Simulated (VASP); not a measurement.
Here is a VASP 6.6.1 calculation.

The input POSCAR:

```
P
1.0
    3.2893161516      0.0000000000      0.0000000000
    0.0000000000      4.5885408409      0.0000000000
    0.0000000000      0.0000000000     18.0000000000
P
4
Direct
    0.0000000000      0.0900008099      0.5580720488
    0.5000000000      0.4099991901      0.5580720488
    0.0000000000      0.9099991901      0.4419279512
    0.5000000000      0.5900008099      0.4419279512
```

Contents of INCAR.step1:

```
SYSTEM = P
PREC     = Accurate       ! precision mode
ENCUT    = 440            ! plane-wave cutoff, eV
ISMEAR   = 0              ! smearing method
SIGMA    = 0.01           ! smearing width, eV
LREAL    = .False.        ! projectors in reciprocal space
LASPH    = .True.         ! aspherical terms in the spheres
NELM     = 120            ! most SCF steps
NBANDS   = 18             ! bands
GGA      = PE             ! functional
ALGO     = Normal         ! electronic algorithm
EDIFF    = 1E-5           ! SCF threshold, eV
LWAVE    = .True.         ! write WAVECAR
LCHARG   = .False.        ! write CHGCAR
GGA_COMPAT= .False.      
NELMDL   = -8
```

File INCAR.step2:

```
SYSTEM = P
PREC     = Accurate       ! precision mode
ENCUT    = 440            ! plane-wave cutoff, eV
EDIFF    = 1E-6           ! SCF threshold, eV
ISMEAR   = 0              ! smearing method
SIGMA    = 0.01           ! smearing width, eV
LREAL    = .False.        ! projectors in reciprocal space
LASPH    = .True.         ! aspherical terms in the spheres
NELM     = 120            ! most SCF steps
ALGO     = Normal         ! electronic algorithm
ISIF     = 2              ! what is computed and relaxed
LWAVE    = .False.        ! write WAVECAR
LCHARG   = .False.        ! write CHGCAR
METAGGA  = R2SCAN         ! meta-GGA
LMIXTAU  = .True.       
NBANDS   = 18             ! bands
ISTART   = 1            
GGA_COMPAT= .False.
```

KPOINTS

```
regular mesh
0
Gamma
  14 10 1
  0 0 0
```

Potentials or basis: VASP PAW PBE potentials, release 64 (P).

Command:

```console
$ cat potpaw_PBE.64/P/POTCAR > POTCAR
$ cp INCAR.step1 INCAR
$ mpirun -np 1 vasp_std > vasp.out
$ cp INCAR.step2 INCAR
$ mpirun -np 1 vasp_std > vasp.out
```

**Question.** Estimate the band gap on the k mesh.

**Answer.** 1.07 eV.

**Question.** Predict the largest force.

**Answer.** 0.099 eV/Å.

Forces in eV/Å, atoms in the order of the input:
```
P    0.000  0.079 -0.060
P    0.000 -0.079 -0.060
P    0.000 -0.079  0.060
P    0.000  0.079  0.060
```

Caveat: the PAW data sets were made with another functional, which shifts forces and pressure a little.
